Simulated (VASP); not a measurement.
# Sb (Pm-3m) in VASP: notebook, part 2 of 2

VASP 6.6.1. Earlier steps stand in the parts before.

### Step 3. Relaxation of cell and atoms, PBEsol, target pressure 5 GPa, at which the enthalpy is minimised

The input, INCAR:

```
ALGO     = Normal         # electronic algorithm
EDIFF    = 1E-6           # SCF threshold, eV
EDIFFG   = -0.02          # ionic threshold
ENCUT    = 600            # plane-wave cutoff, eV
GGA      = PS             # functional
IBRION   = 2              # ionic algorithm
ISIF     = 3              # what is computed and relaxed
ISMEAR   = -1             # smearing method
LASPH    = True           # aspherical terms in the spheres
LCHARG   = False          # write CHGCAR
LREAL    = False          # projectors in reciprocal space
LWAVE    = False          # write WAVECAR
NELM     = 100            # most SCF steps
NSW      = 80             # ionic steps
PREC     = Accurate       # precision mode
PSTRESS  = 50.0         
SIGMA    = 0.05           # smearing width, eV
```

The input, KPOINTS:

```
k-points
0
Gamma
  8 8 8
```

The input, POSCAR:

```
Sb
1.0
    3.1600000000      0.0000000000      0.0000000000
    0.0000000000      3.1600000000      0.0000000000
    0.0000000000      0.0000000000      3.1600000000
Sb
1
Direct
    0.0000000000      0.0000000000      0.0000000000
```

Potentials or basis: VASP PAW PBE potentials, release 64 (Sb).

Started as:

```
cat potpaw_PBE.64/Sb/POTCAR > POTCAR
mpirun -np 1 vasp_std > vasp.out
```

OUTCAR:

```text
EDIFF = 1E-6
   EDIFFG = -0.02
   ENCUT = 600
   GGA = PS
   IBRION = 2
   ISIF = 3
   ISMEAR = -1
   LASPH = True
   LREAL = False
   NELM = 100
   NSW = 80
   PREC = Accurate
   PSTRESS = 50.0

 ion  position               nearest neighbor table
   1  0.000  0.000  0.000-

  LATTYP: Found a simple cubic cell.
 ALAT       =     3.1600000000

  Lattice vectors:

 A1 = (   3.1600000000,   0.0000000000,   0.0000000000)
 A2 = (   0.0000000000,   3.1600000000,   0.0000000000)
 A3 = (   0.0000000000,   0.0000000000,   3.1600000000)

Analysis of symmetry for initial positions (statically):
=====================================================================
 Subroutine PRICEL returns:
 Original cell was already a primitive cell.

 Routine SETGRP: Setting up the symmetry group for a
 simple cubic supercell.

 Subroutine GETGRP returns: Found 48 space group operations
 (whereof 48 operations were pure point group operations)
 out of a pool of 48 trial point group operations.

The static configuration has the point symmetry O_h .

Analysis of symmetry for dynamics (positions and initial velocities):
=====================================================================
 Subroutine PRICEL returns:
 Original cell was already a primitive cell.

 Routine SETGRP: Setting up the symmetry group for a
 simple cubic supercell.

 Subroutine GETGRP returns: Found 48 space group operations
 (whereof 48 operations were pure point group operations)
 out of a pool of 48 trial point group operations.

The dynamic configuration has the point symmetry O_h .

 Subroutine INISYM returns: Found 48 space group operations
 (whereof 48 operations are pure point group operations),
 and found     1 'primitive' translations

----------------------------------------------------------------------------------------

                                     Primitive cell

  volume of cell :      31.5545

  direct lattice vectors                    reciprocal lattice vectors
     3.160000000  0.000000000  0.000000000     0.316455696  0.000000000  0.000000000
     0.000000000  3.160000000  0.000000000     0.000000000  0.316455696  0.000000000
     0.000000000  0.000000000  3.160000000     0.000000000  0.000000000  0.316455696

  length of vectors
     3.160000000  3.160000000  3.160000000     0.316455696  0.316455696  0.316455696

  position of ions in fractional coordinates (direct lattice)
     0.000000000  0.000000000  0.000000000

  ion indices of the primitive-cell ions
   primitive index   ion index
                 1           1

----------------------------------------------------------------------------------------

 KPOINTS: k-points

Automatic generation of k-mesh.
 Grid dimensions read from file:
 generate k-points for:    8    8    8

 Generating k-lattice:

  Cartesian coordinates                     Fractional coordinates (reciprocal lattice)
     0.039556962  0.000000000  0.000000000     0.125000000  0.000000000  0.000000000
     0.000000000  0.039556962  0.000000000     0.000000000  0.125000000  0.000000000
     0.000000000  0.000000000  0.039556962     0.000000000  0.000000000  0.125000000

  Length of vectors
     0.039556962  0.039556962  0.039556962

  Shift w.r.t. Gamma in fractional coordinates (k-lattice)
     0.000000000  0.000000000  0.000000000

 Subroutine IBZKPT returns following result:
 ===========================================

 Found     35 irreducible k-points:

 Following reciprocal coordinates:
            Coordinates               Weight
  0.000000  0.000000  0.000000      1.000000
  0.125000  0.000000  0.000000      6.000000
  0.250000  0.000000  0.000000      6.000000
  0.375000  0.000000  0.000000      6.000000
  0.500000  0.000000  0.000000      3.000000
  0.125000  0.125000  0.000000     12.000000
[... 16 lines left out ...]
  0.375000  0.375000  0.125000     24.000000
  0.500000  0.375000  0.125000     24.000000
 [... further k-points ...]
   k-points           NKPTS =     35   k-points in BZ     NKDIM =     35   number of bands    NBANDS=      6
   number of dos      NEDOS =    301   number of ions     NIONS =      1
   total plane-waves  NPLWV =  21952
   dimension x,y,z NGX =    28 NGY =   28 NGZ =   28
   dimension x,y,z NGXF=    56 NGYF=   56 NGZF=   56
   ions per type =               1
   NGX,Y,Z   is equivalent  to a cutoff of  14.73, 14.73, 14.73 a.u.
   NGXF,Y,Z  is equivalent  to a cutoff of  29.46, 29.46, 29.46 a.u.
 SYSTEM =  unknown system
   PREC   = accura    normal or accurate (medium, high low for compatibility)
   ISTART =      0    job   : 0-new  1-cont  2-samecut
   ICHARG =      2    charge: 1-file 2-atom 10-const
   ISPIN  =      1    spin polarized calculation?
   LNONCOLLINEAR =      F non collinear calculations
   LSORBIT =      F    spin-orbit coupling
   LASPH  =      T    aspherical Exc in radial PAW
   ENCUT  =  600.0 eV  44.10 Ry    6.64 a.u.   6.31  6.31  6.31*2*pi/ulx,y,z
   NELM   =    100;   NELMIN=  2; NELMDL= -5     # of ELM steps
   EDIFF  = 0.1E-05   stopping-criterion for ELM
   LREAL  =      F    real-space projection
   EDIFFG = -.2E-01   stopping-criterion for IOM
   NSW    =     80    number of steps for IOM
   IBRION =      2    ionic relax: 0-MD 1-quasi-New 2-CG
   NFREE  =      1    steps in history (QN), initial steepest desc. (CG)
   ISIF   =      3    stress and relaxation
   ISYM   =      2    0-nonsym 1-usesym 2-fastsym
   POTIM  = 0.5000    time-step for ionic-motion
   TEBEG  =    0.0;   TEEND  =   0.0 temperature during run
   PSTRESS=   50.0 pullay stress
   NELECT =       5.0000    total number of electrons
   NUPDOWN=      -1.0000    fix difference up-down
   EMIN   =  10.00;   EMAX   =-10.00  energy-range for DOS
   EFERMI =   0.00;   METHOD = LEGACY
   ISMEAR =    -1;   SIGMA  =   0.05  broadening in eV -4-tet -1-fermi 0-gaus
   EFERMI_NEDOS =   21; number of points for ismear=-14 and -15
   IALGO  =     38    algorithm
   IMIX   =      4    mixing-type and parameters
     AMIX     =   0.40;   BMIX     =  1.00
     AMIX_MAG =   1.60;   BMIX_MAG =  1.00
  volume/ion in A,a.u.               =      31.55       212.94
  Fermi-wavevector in a.u.,A,eV,Ry     =   0.885886  1.674081 10.677766  0.784794
  Thomas-Fermi vector in A             =   2.006979
   LORBIT       =      0    0 simple, 1 ext, 2 COOP (PROOUT), +10 PAW based schemes
   GGA     = PS    functional components
   LHFCALC =     F    Hartree Fock is set to
   AEXX    =    0.0000 exact exchange contribution
   IVDW    =     0    specifies the selected vdW correction
   LEPSILON=     F    determine dielectric tensor
   LRPA    =     F    only Hartree local field effects (RPA)
 conjugate gradient relaxation of ions
 non-spin polarized calculation
  energy-cutoff  :      600.00
  volume of cell :       31.55
 maximum number of plane-waves:      1074
 NGX is ok and might be reduce to    28
   NGX = 13   NGY = 13   NGZ = 13

--------------------------------------- Ionic step        1  -------------------------------------------

 number of electron       5.0000000 magnetization

 Free energy of the ion-electron system (eV)
  ---------------------------------------------------
  ext. energy  EPLUGINS =         0.00000000
  ---------------------------------------------------
  free energy    TOTEN  =        -4.47778400 eV

  energy without entropy =       -4.47051442  energy(sigma->0) =       -4.47414921

 E-fermi :   6.2413     XC(G=0):  -9.5211

 val. band max:        6.2324173370   @ k =   0.3750   0.2500   0.1250
 cond. band min:       6.4413806372   @ k =   0.2500   0.2500   0.2500
 fundamental gap:      0.2089633002
 Fermi energy:         6.2413406351

 k-point     1 :       0.0000    0.0000    0.0000
  band No.  band energies     occupation
      1      -5.6851      2.00000
      2       9.4153      0.00000
      3       9.4153      0.00000
      4       9.4153      0.00000
      5      13.1914      0.00000
      6      13.1914      0.00000
[... 503 lines left out ...]
  enthalpy is  TOTEN    =        -3.5155549032 eV   P V=        0.7383571194

--------------------------------------- Ionic step        3  -------------------------------------------

 number of electron       5.0000000 magnetization

 Free energy of the ion-electron system (eV)
  ---------------------------------------------------
  ext. energy  EPLUGINS =         0.00000000
  ---------------------------------------------------
  free energy    TOTEN  =        -4.49180058 eV

  energy without entropy =       -4.48337662  energy(sigma->0) =       -4.48758860

 E-fermi :   8.2066     XC(G=0): -10.1684

 val. band max:        8.1913126628   @ k =   0.5000   0.5000   0.3750
 cond. band min:       8.4444574126   @ k =   0.3750   0.2500   0.2500
 fundamental gap:      0.2531447497
 Fermi energy:         8.2066001700

 k-point     1 :       0.0000    0.0000    0.0000
  band No.  band energies     occupation
      1      -4.9333      2.00000
      2      11.7617      0.00000
      3      11.7617      0.00000
      4      11.7617      0.00000
      5      15.3123      0.00000
      6      15.3123      0.00000
[... 235 lines left out ...]
  FREE ENERGIE OF THE ION-ELECTRON SYSTEM (eV)
  ---------------------------------------------------
  free  energy   TOTEN  =        -4.4918005845 eV

  energy  without entropy=       -4.4833766157  energy(sigma->0) =       -4.48758860

  enthalpy is  TOTEN    =        -3.6466511910 eV   P V=        0.8451493935

 reached required accuracy - stopping structural energy minimisation
```

It took 40 s on 1 thread of AMD EPYC 7R13, shared host; peak memory 0.14 GiB.

What came out:

- Free energy: -4.4918 eV
- Relaxed volume: 27.08 Å³/atom
- Relaxed cell: a = 3.003 Å, b = 3.003 Å, c = 3.003 Å, α = 90.00°, β = 90.00°, γ = 90.00°
- Space group after relaxing (to 0.05 Å): Pm-3m (No. 221)
- Energy change on relaxing (the enthalpy is what falls): -14.0 meV/atom
- Ionic steps: 3
- Pressure after relaxing: 4.9 GPa

Step by step:
```tsv
step	energy change (eV)	largest force (eV/Å)	pressure (GPa)	volume (Å³)
1	0.0000	0.0000	-4.63	31.55
2	0.2239	0.0000	19.20	23.66
3	-0.0140	0.0000	4.90	27.08
```

Final structure:
```
Sb
1.0
     3.00302    0.00000    0.00000
     0.00000    3.00302    0.00000
     0.00000    0.00000    3.00302
Sb
1
Direct
  0.00000 0.00000 0.00000
```

Caveat: the cell is relaxed towards a set pressure, so the enthalpy falls and the energy may rise; the PAW data sets were made with another functional, which shifts forces and pressure a little; spin-orbit coupling is left out, which moves the levels of the heavy elements.

### Step 4. Relaxation of cell and atoms, PBEsol, target pressure 10 GPa, at which the enthalpy is minimised

The input, INCAR:

```
ALGO     = Normal         # electronic algorithm
EDIFF    = 1E-6           # SCF threshold, eV
EDIFFG   = -0.02          # ionic threshold
ENCUT    = 600            # plane-wave cutoff, eV
GGA      = PS             # functional
IBRION   = 2              # ionic algorithm
ISIF     = 3              # what is computed and relaxed
ISMEAR   = -1             # smearing method
LASPH    = T              # aspherical terms in the spheres
LCHARG   = F              # write CHGCAR
LREAL    = F              # projectors in reciprocal space
LWAVE    = F              # write WAVECAR
NELM     = 100            # most SCF steps
NSW      = 80             # ionic steps
PREC     = Accurate       # precision mode
PSTRESS  = 100.0        
SIGMA    = 0.05           # smearing width, eV
```

KPOINTS is that of step 3.

POSCAR is that of step 3.

Started as:

```
cat potpaw_PBE.64/Sb/POTCAR > POTCAR
mpirun -np 1 vasp_std > vasp.out
```

Wall time 51 s (1 thread of AMD EPYC 7R13, shared host); peak memory 0.14 GiB.

It converged, with:

```
Free energy                                            : -4.4196 eV
Relaxed volume                                         : 25.52 Å³/atom
Relaxed cell                                           : a = 2.944 Å, b = 2.944 Å, c = 2.944 Å, α = 90.00°, β = 90.00°, γ = 90.00°
Space group after relaxing (to 0.05 Å)                 : Pm-3m (No. 221)
Energy change on relaxing (the enthalpy is what falls) : +58.2 meV/atom
Ionic steps                                            : 5
Pressure after relaxing                                : 10.1 GPa
```

The path:
| step | energy change (eV) | largest force (eV/Å) | pressure (GPa) | volume (Å³) |
| --- | --- | --- | --- | --- |
| 1 | 0.0000 | 0.0000 | -4.63 | 31.55 |
| 2 | 0.9481 | 0.0000 | 51.26 | 20.14 |
| 3 | 0.0406 | 0.0000 | 9.00 | 25.81 |
| 4 | 0.0514 | 0.0000 | 9.67 | 25.63 |
| 5 | 0.0582 | 0.0000 | 10.08 | 25.52 |

Final structure:
```
Sb
1.0
     2.94402    0.00000    0.00000
     0.00000    2.94402    0.00000
     0.00000    0.00000    2.94402
Sb
1
Direct
  0.00000 0.00000 0.00000
```

Levels at points of the mesh, in eV from the Fermi level:
```csv
k point,band 1,band 2,band 3,band 4,band 5,band 6
"(0.00, 0.00, 0.00)",-13.72,3.66,3.66,3.66,7.13,7.13
"(0.50, 0.00, 0.00)",-10.67,-6.75,6.24,6.24,9.55,10.92
"(0.50, 0.50, 0.00)",-7.36,-4.29,-4.29,1.51,8.99,13.68
"(0.50, 0.50, 0.50)",-3.52,-1.93,-1.93,-1.93,4.59,4.59
```

Caveat: the cell is relaxed towards a set pressure, so the enthalpy falls and the energy may rise; the volume moved by over 15 % at a fixed basis, so the end points are rough; the PAW data sets were made with another functional, which shifts forces and pressure a little; spin-orbit coupling is left out, which moves the levels of the heavy elements.

### Step 5. Overview

```tsv
cell	gap on the mesh (eV)	pressure (GPa)
relaxed	none	0.0
relaxed to 5 GPa	none	4.9
relaxed to 10 GPa	none	10.1
```

Alike in all rows: task relaxation of cell and atoms; level PBEsol; potentials or basis VASP PAW PBE potentials, release 64 (Sb); no spin polarisation; k mesh 8 × 8 × 8; cutoff (eV) 600; smearing fermi-dirac 0.05 eV.

Caveats: the PAW data sets were made with another functional, which shifts forces and pressure a little; spin-orbit coupling is left out, which moves the levels of the heavy elements; the cell is relaxed towards a set pressure, so the enthalpy falls and the energy may rise (some runs); the volume moved by over 15 % at a fixed basis, so the end points are rough (some runs).

Absolute energies hang on the potentials; compare differences alone.
